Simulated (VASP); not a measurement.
Write the native input for VASP 6.6.1 that does the following.

```yaml
Task: single point
Functional: PBEsol
Potentials_or_basis: VASP PAW PBE potentials, release 64 (Sn_d, Te)
Cutoff: 500 eV
k_mesh: 6 × 6 × 6
Occupations: gaussian, width 0.01 eV
Spin: no spin polarisation
Dipole_correction: no
Further_INCAR_settings: ALGO = Normal; EDIFF = 1e-06; NBANDS = 17
```

The structure of SnTe lies in POSCAR:

```
SnTe
1.0
    0.0000000000      3.2327266270      3.2327266270
    3.2327266270      0.0000000000      3.2327266270
    3.2327266270      3.2327266270      0.0000000000
Sn Te
1 1
Direct
    0.0000000000      0.0000000000      0.0000000000
    0.5000000000      0.5000000000      0.5000000000
```

These files were run (other wordings do the same):

INCAR

```
ALGO = Normal
EDIFF = 1E-6
ENCUT = 500
GGA = PS
GGA_COMPAT = False
ISIF = 2
ISMEAR = 0
LASPH = True
LCHARG = False
LREAL = False
LWAVE = False
NBANDS = 17
NELM = 120
PREC = Accurate
SIGMA = 0.01
```

KPOINTS

```
k-points
0
Gamma
  6 6 6
```

Potentials or basis: VASP PAW PBE potentials, release 64 (Sn_d, Te).

Command:

```console
$ cat potpaw_PBE.64/Sn_d/POTCAR potpaw_PBE.64/Te/POTCAR > POTCAR
$ mpirun -np 1 vasp_std > vasp.out
```

Results of the run:

- Pressure: -3.2 GPa
- Band gap on the k mesh: 0.07 eV, direct

Caveat: the PAW data sets were made with another functional, which shifts forces and pressure a little; spin-orbit coupling is left out, which moves the levels of the heavy elements.

It took 16 s on 1 thread of Intel(R) Xeon(R) Platinum 8259CL CPU @ 2.50GHz (Skylake/Cascade Lake), with other jobs on the host, peak memory 0.2 GiB.
